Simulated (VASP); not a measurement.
# Sb (P-1) in VASP: further runs

Aim: see how the results for Sb move with the level of theory and the settings. Levels: r2SCAN0, HF. Tasks: single point.

All numbers are computed with VASP 6.6.1; they aren't measurements. Logs are shortened: lines on timing, memory, paths and dates and some standing lists are left out, and cuts for length are marked.

## Step 1: The cell of the first run

The typed cell holds 1 atom: a = 3.520 Å, b = 3.489 Å, c = 3.551 Å, α = 126.62°, β = 127.33°, γ = 78.30°.

## Step 2: Single point, r2SCAN0

Contents of POSCAR:

```
Sb
1.0
   -1.5948718800      1.5512544700      2.7276667100
    1.5472171300     -1.5649253900      2.7079107700
    1.6154168300      1.5854703400     -2.7356140700
Sb
1
Direct
    0.0000000000      0.0000000000      0.0000000000
```

Contents of INCAR.step1:

```
SYSTEM = Sb
  ALGO = Normal
  EDIFF = 1E-5
  ENCUT = 440
  GGA = PE
  GGA_COMPAT = .False.
  ISIF = 2
  ISMEAR = -1
  LASPH = .True.
  LCHARG = .False.
  LREAL = .False.
  LWAVE = .True.
  NBANDS = 8
  NELM = 120
  PREC = Accurate
  SIGMA = 0.05
```

Contents of INCAR.step2:

```
SYSTEM = Sb
  AEXX = 0.25
  ALGO = Normal
  EDIFF = 1E-6
  ENCUT = 440
  GGA_COMPAT = .False.
  ISIF = 2
  ISMEAR = -1
  ISTART = 1
  LASPH = .True.
  LCHARG = .False.
  LHFCALC = .True.
  LMIXTAU = .True.
  LREAL = .False.
  LWAVE = .False.
  METAGGA = R2SCAN
  NBANDS = 8
  NELM = 120
  PREC = Accurate
  PRECFOCK = Normal
  SIGMA = 0.05
```

Contents of KPOINTS:

```
k-points
0
Gamma
  6 6 7
  0 0 0
```

Potentials or basis: VASP PAW PBE potentials, release 64 (Sb).

Run with:

```bash
> cat potpaw_PBE.64/Sb/POTCAR > POTCAR
> cp INCAR.step1 INCAR
> mpirun -np 1 vasp_std > vasp.out
> cp INCAR.step2 INCAR
> mpirun -np 1 vasp_std > vasp.out
```

OUTCAR:

```text
SYSTEM = Sb
   AEXX = 0.25
   EDIFF = 1E-6
   ENCUT = 440
   ISIF = 2
   ISMEAR = -1
   ISTART = 1
   LASPH = .True.
   LHFCALC = .True.
   LREAL = .False.
   METAGGA = R2SCAN
   NELM = 120
   PREC = Accurate
   PRECFOCK = Normal

 ion  position               nearest neighbor table
   1  0.000  0.000  0.000-

  LATTYP: Found a triclinic cell.
 ALAT       =     3.1368021597
 B/A-ratio  =     1.4107827502
 C/A-ratio  =     1.1143383751
 COS(alpha) =     0.0016356996
 COS(beta)  =     0.4506384856
 COS(gamma) =     0.6994872546

  Lattice vectors:

 A1 = (   0.0205449500,   3.1367248100,  -0.0079473600)
 A2 = (  -3.1420890100,   3.1161798600,   0.0197559400)
 A3 = (   1.5677620800,   1.5717994200,   2.6999634100)

Analysis of symmetry for initial positions (statically):
=====================================================================
 Subroutine PRICEL returns:
 Original cell was already a primitive cell.

 Routine SETGRP: Setting up the symmetry group for a
 triclinic supercell.

 Subroutine GETGRP returns: Found  2 space group operations
 (whereof  2 operations were pure point group operations)
 out of a pool of  2 trial point group operations.

The static configuration has the point symmetry S_2 .

Analysis of symmetry for dynamics (positions and initial velocities):
=====================================================================
 Subroutine PRICEL returns:
 Original cell was already a primitive cell.

 Routine SETGRP: Setting up the symmetry group for a
 triclinic supercell.

 Subroutine GETGRP returns: Found  2 space group operations
 (whereof  2 operations were pure point group operations)
 out of a pool of  2 trial point group operations.

The dynamic configuration has the point symmetry S_2 .

 Subroutine INISYM returns: Found  2 space group operations
 (whereof  2 operations are pure point group operations),
 and found     1 'primitive' translations

----------------------------------------------------------------------------------------

                                     Primitive cell

  volume of cell :      26.9579

  direct lattice vectors                    reciprocal lattice vectors
    -1.594871880  1.551254470  2.727666710    -0.000455535  0.319274999  0.184772102
     1.547217130 -1.564925390  2.707910770     0.317838488 -0.001608608  0.186755598
     1.615416830  1.585470340 -2.735614070     0.314165556  0.316755140  0.003551015

  length of vectors
     3.519967674  3.489362845  3.550615732     0.368886787  0.368648268  0.446146192

  position of ions in fractional coordinates (direct lattice)
     0.000000000  0.000000000  0.000000000

  ion indices of the primitive-cell ions
   primitive index   ion index
                 1           1

----------------------------------------------------------------------------------------

 KPOINTS: k-points

Automatic generation of k-mesh.
 Grid dimensions read from file:
 generate k-points for:    6    6    7

 Generating k-lattice:

  Cartesian coordinates                     Fractional coordinates (reciprocal lattice)
    -0.000075923  0.053212500  0.030795350     0.166666667  0.000000000  0.000000000
     0.052973081 -0.000268101  0.031125933     0.000000000  0.166666667 -0.000000000
     0.044880794  0.045250734  0.000507288     0.000000000 -0.000000000  0.142857143

  Length of vectors
     0.061481131  0.061441378  0.063735170

  Shift w.r.t. Gamma in fractional coordinates (k-lattice)
     0.000000000  0.000000000  0.000000000

 Subroutine IBZKPT returns following result:
 ===========================================

 Found    128 irreducible k-points:

 Following reciprocal coordinates:
            Coordinates               Weight
  0.000000  0.000000  0.000000      1.000000
  0.166667  0.000000 -0.000000      2.000000
  0.333333  0.000000 -0.000000      2.000000
  0.500000  0.000000 -0.000000      1.000000
 -0.000000  0.166667 -0.000000      2.000000
  0.166667  0.166667 -0.000000      2.000000
[... 16 lines left out ...]
  0.333333  0.000000  0.142857      2.000000
  0.500000  0.000000  0.142857      2.000000
 [... further k-points ...]
   k-points           NKPTS =    128   k-points in BZ     NKDIM =    252   number of bands    NBANDS=      8
   number of dos      NEDOS =    301   number of ions     NIONS =      1
   total plane-waves  NPLWV =  13824
   dimension x,y,z NGX =    24 NGY =   24 NGZ =   24
   dimension x,y,z NGXF=    48 NGYF=   48 NGZF=   48
   ions per type =               1
   NGX,Y,Z   is equivalent  to a cutoff of  11.34, 11.43, 11.24 a.u.
   NGXF,Y,Z  is equivalent  to a cutoff of  22.67, 22.87, 22.47 a.u.
 SYSTEM =  Sb
   PREC   = accura    normal or accurate (medium, high low for compatibility)
   ISTART =      1    job   : 0-new  1-cont  2-samecut
   ICHARG =      0    charge: 1-file 2-atom 10-const
   ISPIN  =      1    spin polarized calculation?
   LNONCOLLINEAR =      F non collinear calculations
   LSORBIT =      F    spin-orbit coupling
   LASPH  =      T    aspherical Exc in radial PAW
   ENCUT  =  440.0 eV  32.34 Ry    5.69 a.u.   6.02  5.97  6.07*2*pi/ulx,y,z
   NELM   =    120;   NELMIN=  2; NELMDL=  0     # of ELM steps
   EDIFF  = 0.1E-05   stopping-criterion for ELM
   LREAL  =      F    real-space projection
   EDIFFG = 0.1E-04   stopping-criterion for IOM
   NSW    =      0    number of steps for IOM
   IBRION =     -1    ionic relax: 0-MD 1-quasi-New 2-CG
   NFREE  =      0    steps in history (QN), initial steepest desc. (CG)
   ISIF   =      2    stress and relaxation
   ISYM   =      3    0-nonsym 1-usesym 2-fastsym
   POTIM  = 0.5000    time-step for ionic-motion
   TEBEG  =    0.0;   TEEND  =   0.0 temperature during run
   PSTRESS=    0.0 pullay stress
   NELECT =       5.0000    total number of electrons
   NUPDOWN=      -1.0000    fix difference up-down
   EMIN   =  10.00;   EMAX   =-10.00  energy-range for DOS
   EFERMI =   0.00;   METHOD = LEGACY
   ISMEAR =    -1;   SIGMA  =   0.05  broadening in eV -4-tet -1-fermi 0-gaus
   EFERMI_NEDOS =   21; number of points for ismear=-14 and -15
   IALGO  =     38    algorithm
   IMIX   =      1    mixing-type and parameters
     AMIX     =   0.40;   BMIX     =  1.00
     AMIX_MAG =   1.60;   BMIX_MAG =  1.00
  volume/ion in A,a.u.               =      26.96       181.92
  Fermi-wavevector in a.u.,A,eV,Ry     =   0.933618  1.764283 11.859422  0.871643
  Thomas-Fermi vector in A             =   2.060338
   LORBIT       =      0    0 simple, 1 ext, 2 COOP (PROOUT), +10 PAW based schemes
   METAGGA = R2SCAN    functional components
   LHFCALC =     T    Hartree Fock is set to
   PRECFOCK=normal    Normal, Fast or Accurate (Low or Medium for compatibility)
   ENCUT4O =  -1.0   cutoff for four orbital integrals eV
   NKREDX  =     1    reduce k-point grid by
   NKREDY  =     1    reduce k-point grid by
   NKREDZ  =     1    reduce k-point grid by
   AEXX    =    0.2500 exact exchange contribution
   HFSCREEN=    0.0000 screening length (either q_TF or 0.3 A-1)
   HFSCREENC=   0.0000 screening length for correlation (either q_TF or 0.3 A-1)
   ENCUTFOCK=  -1.0 apply spherical cutoff to Coloumb kernel
   IVDW    =     0    specifies the selected vdW correction
   LEPSILON=     F    determine dielectric tensor
   LRPA    =     F    only Hartree local field effects (RPA)
 non-spin polarized calculation
  energy-cutoff  :      440.00
  volume of cell :       26.96
 maximum number of plane-waves:       578
  NGX = 20; NGY = 18; NGZ = 20

 number of electron       5.0000000 magnetization

 Free energy of the ion-electron system (eV)
  ---------------------------------------------------
  ext. energy  EPLUGINS =         0.00000000
  ---------------------------------------------------
  free energy    TOTEN  =       -21.44639985 eV

  energy without entropy =      -21.44627820  energy(sigma->0) =      -21.44633903

 E-fermi :   8.3441     XC(G=0):  -8.4748

 val. band max:        8.0932194683   @ k =   0.1667   0.1667   0.2857
 cond. band min:       8.5869593687   @ k =   0.1667   0.0000   0.2857
 fundamental gap:      0.4937399004
 Fermi energy:         8.3441175813

 k-point     1 :       0.0000    0.0000    0.0000
  band No.  band energies     occupation
      1      -7.0009      2.00000
      2      14.1301      0.00000
      3      14.9591      0.00000
      4      15.2036      0.00000
      5      18.9226      0.00000
      6      20.3729      0.00000
      7      20.4984      0.00000
      8      20.8567      0.00000

 k-point     2 :       0.1667    0.0000   -0.0000
  band No.  band energies     occupation
      1      -6.3574      2.00000
      2      10.8095      0.00000
      3      13.0350      0.00000
      4      14.8338      0.00000
      5      17.7404      0.00000
      6      19.2996      0.00000
      7      21.2710      0.00000
      8      21.5543      0.00000

 k-point     3 :       0.3333    0.0000   -0.0000
  band No.  band energies     occupation
      1      -4.4738      2.00000
      2       4.5540      2.00000
      3      11.3376      0.00000
      4      14.8181      0.00000
      5      16.0728      0.00000
      6      19.2749      0.00000
      7      21.3369      0.00000
      8      22.3937      0.00000

 k-point     4 :       0.5000    0.0000   -0.0000
  band No.  band energies     occupation
      1      -2.4240      2.00000
      2       1.0726      2.00000
      3      10.6775      0.00000
      4      14.9150      0.00000
      5      15.5270      0.00000
      6      19.7915      0.00000
      7      20.6131      0.00000
      8      20.6878      0.00000

 k-point     5 :      -0.0000    0.1667   -0.0000
  band No.  band energies     occupation
      1      -6.3587      2.00000
      2      10.7650      0.00000
      3      12.8809      0.00000
      4      15.0520      0.00000
      5      17.5761      0.00000
      6      19.3763      0.00000
      7      21.4437      0.00000
      8      21.6277      0.00000
[... 177 lines left out ...]
 k-point    22 :       0.1667    0.0000    0.1429
  band No.  band energies     occupation
      1      -4.8447      2.00000
      2       6.7714      2.00000
      3      11.2562      0.00000
      4      12.9323      0.00000
      5      16.8149      0.00000
      6      18.7348      0.00000
      7      19.3384      0.00000
      8      22.8247      0.00000

 k-point    23 :       0.3333    0.0000    0.1429
  band No.  band energies     occupation
      1      -2.4593      2.00000
      2       2.1014      2.00000
      3      10.0601      0.00000
      4      12.2560      0.00000
      5      16.2290      0.00000
      6      17.9223      0.00000
      7      22.0447      0.00000
      8      23.3021      0.00000

 k-point    24 :       0.5000    0.0000    0.1429
  band No.  band energies     occupation
      1      -3.1767      2.00000
      2       3.2738      2.00000
      3       9.7885      0.00000
      4      11.7531      0.00000
      5      16.7616      0.00000
      6      18.7141      0.00000
      7      21.9629      0.00000
      8      23.6598      0.00000

 [... further k-points ...]

------------------------ aborting loop because EDIFF is reached ----------------------------------------

  FORCE on cell =-STRESS in cart. coord.  units (eV):
  Direction    XX          YY          ZZ          XY          YZ          ZX
  --------------------------------------------------------------------------------------
  -------------------------------------------------------------------------------------
  Total       -0.6897043     -0.2501363     -0.0321268      0.4070128      0.0579124      0.0046891
  in kB      -40.9908523    -14.8662259     -1.9093779     24.1897866      3.4418796      0.2786845
  external PRESSURE =     -19.2554854 kB  Pullay stress =       0.0000000 kB

 VOLUME and BASIS-vectors are now :
 -----------------------------------------------------------------------------
  energy-cutoff  :      440.00
  volume of cell :       26.96
      direct lattice vectors                 reciprocal lattice vectors
    -1.594871880  1.551254470  2.727666710    -0.000455535  0.319274999  0.184772102
     1.547217130 -1.564925390  2.707910770     0.317838488 -0.001608608  0.186755598
     1.615416830  1.585470340 -2.735614070     0.314165556  0.316755140  0.003551015

 POSITION                                       TOTAL-FORCE (eV/Angst)
 -----------------------------------------------------------------------------------
      0.00000      0.00000      0.00000         0.000000      0.000000      0.000000
 -----------------------------------------------------------------------------------
    total drift:                                0.000000      0.000000     -0.000000

  FREE ENERGIE OF THE ION-ELECTRON SYSTEM (eV)
  ---------------------------------------------------
  free  energy   TOTEN  =       -21.4463998544 eV

  energy  without entropy=      -21.4462782036  energy(sigma->0) =      -21.44633903
```

Run time: 30 min. Hardware: 1 thread of Intel Xeon Platinum 8559C (Emerald Rapids), shared host; peak memory 0.17 GiB.

What came out:

```yaml
Free_energy: -21.4464 eV
Pressure: -1.9 GPa
Band_gap_on_the_k_mesh: zero (an odd number of electrons rules out a gap without spin polarisation)
```

Stress tensor (GPa, compression positive):
```
-4.10  2.42  0.03
 2.42 -1.49  0.34
 0.03  0.34 -0.19
```

Levels at points of the mesh, in eV from the Fermi level:
| k point | band 1 | band 2 | band 3 | band 4 | band 5 | band 6 | band 7 |
| --- | --- | --- | --- | --- | --- | --- | --- |
| (0.00, 0.00, 0.00) | -15.35 | 5.79 | 6.61 | 6.86 | 10.58 | 12.03 | 12.15 |
| (0.50, 0.00, 0.00) | -10.77 | -7.27 | 2.33 | 6.57 | 7.18 | 11.45 | 12.27 |
| (0.00, 0.50, 0.00) | -10.79 | -7.25 | 2.14 | 6.68 | 6.98 | 11.58 | 12.36 |
| (0.50, 0.50, 0.00) | -7.73 | -5.60 | -1.79 | 1.00 | 4.36 | 5.18 | 17.34 |

Caveat: the k points lie up to 0.39 Å⁻¹ apart, too coarse for converged energies and pressures of a metal; the PAW data sets were made with another functional, which shifts forces and pressure a little; spin-orbit coupling is left out, which moves the levels of the heavy elements.

## Step 3: Single point, HF

This run uses another cell than the first one, of 29.37 Å³/atom.

Contents of POSCAR:

```
Sb
1.0
   -1.5915415492      1.5399137090      2.9328960787
    1.5394488621     -1.5911796803      2.9304382139
    1.6260695440      1.6261799179     -2.9629842670
Sb
1
Direct
    0.0000000000      0.0000000000      0.0000000000
```

Contents of INCAR.step1:

```
SYSTEM = Sb
PREC     = Accurate       ! precision mode
ENCUT    = 520            ! plane-wave cutoff, eV
EDIFF    = 1E-5           ! SCF threshold, eV
ISMEAR   = -1             ! smearing method
SIGMA    = 0.05           ! smearing width, eV
LREAL    = .FALSE.        ! projectors in reciprocal space
LASPH    = .TRUE.         ! aspherical terms in the spheres
NELM     = 100            ! most SCF steps
ALGO     = Normal         ! electronic algorithm
ISIF     = 2              ! what is computed and relaxed
LWAVE    = .TRUE.         ! write WAVECAR
LCHARG   = .FALSE.        ! write CHGCAR
GGA      = PE             ! functional
NBANDS   = 8              ! bands
```

Contents of INCAR.step2:

```
SYSTEM = Sb
PREC     = Accurate       ! precision mode
ENCUT    = 520            ! plane-wave cutoff, eV
EDIFF    = 1E-7           ! SCF threshold, eV
ISMEAR   = -1             ! smearing method
SIGMA    = 0.05           ! smearing width, eV
LREAL    = .FALSE.        ! projectors in reciprocal space
LASPH    = .TRUE.         ! aspherical terms in the spheres
NELM     = 100            ! most SCF steps
ALGO     = Normal         ! electronic algorithm
ISIF     = 2              ! what is computed and relaxed
LWAVE    = .FALSE.        ! write WAVECAR
LCHARG   = .FALSE.        ! write CHGCAR
GGA      = PE             ! functional
LHFCALC  = .TRUE.         ! exact exchange
AEXX     = 1.0            ! exact-exchange fraction
ALDAC    = 0.0          
AGGAC    = 0.0          
PRECFOCK = Normal       
ISTART   = 1            
NBANDS   = 8              ! bands
```

Contents of KPOINTS:

```
Automatic mesh
0
G
  5 5 6
  0 0 0
```

Potentials or basis: VASP PAW PBE potentials, release 64 (Sb).

Run with:

```bash
> cat potpaw_PBE.64/Sb/POTCAR > POTCAR
> cp INCAR.step1 INCAR
> mpirun -np 1 vasp_std > vasp.out
> cp INCAR.step2 INCAR
> mpirun -np 1 vasp_std > vasp.out
```

It took 49 min on 1 thread of Intel Xeon 6975P-C (Granite Rapids), shared host; peak memory 0.19 GiB.

It converged, with:

| Property | Result |
| --- | --- |
| Free energy | -28.2054 eV |
| Pressure | -31.4 GPa |
| Band gap on the k mesh | zero (an odd number of electrons rules out a gap without spin polarisation) |

Stress tensor (GPa, compression positive):
```
-47.87  -3.30  -3.56
 -3.30 -48.59  -2.78
 -3.56  -2.78   2.37
```

Levels at points of the mesh, in eV from the Fermi level:
```
           k point  band 1  band 2  band 3  band 4  band 5  band 6  band 7  band 8
(0.00, 0.00, 0.00)  -10.10    2.81    7.90    8.22   21.03   21.46   22.95   23.37
(0.00, 0.00, 0.50)   -5.20   -2.88   -2.14    5.12   14.62   15.68   21.02   21.47
```

Caveat: the k points lie up to 0.44 Å⁻¹ apart, too coarse for converged energies and pressures of a metal; the PAW data sets were made with another functional, which shifts forces and pressure a little; spin-orbit coupling is left out, which moves the levels of the heavy elements.
